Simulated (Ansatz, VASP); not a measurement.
**SiC in VASP and in Ansatz**

```
CELL_PARAMETERS angstrom
0.00000 2.17805 2.26517
2.17805 0.00000 2.26517
2.17805 2.17805 0.00000
ATOMIC_POSITIONS crystal
Si 0.00000 0.00000 0.00000
C 0.25000 0.25000 0.25000
```

Change from the starting cell: uniaxial_z strain +4.0%.

Alike in both runs: task single point; functional HSE06; k mesh 8 × 8 × 8; no spin polarisation.

```csv
,VASP,Ansatz
version,VASP 6.6.1,Ansatz 0.2.0
potentials or method,"VASP PAW PBE potentials, release 64 (Si, C)","plane waves, PAW"
plane-wave cutoff (eV),520,420
occupations,"gaussian, width 0.01 eV",fixed
valence electrons in the cell,8,8
```

|  | VASP | Ansatz | Ansatz less VASP |
| --- | --- | --- | --- |
| gap on the k mesh at the Fermi level (eV) | 2.04 | 2.04 | -0.004 |
| pressure (GPa) | -9.9 | -9.5 | +0.34 |
| traceless stress, the component that is largest in VASP (GPa) | -7.75 | -7.71 | +0.041 |

Ansatz's warnings: stress exchange threshold loose, stress scf threshold loose.
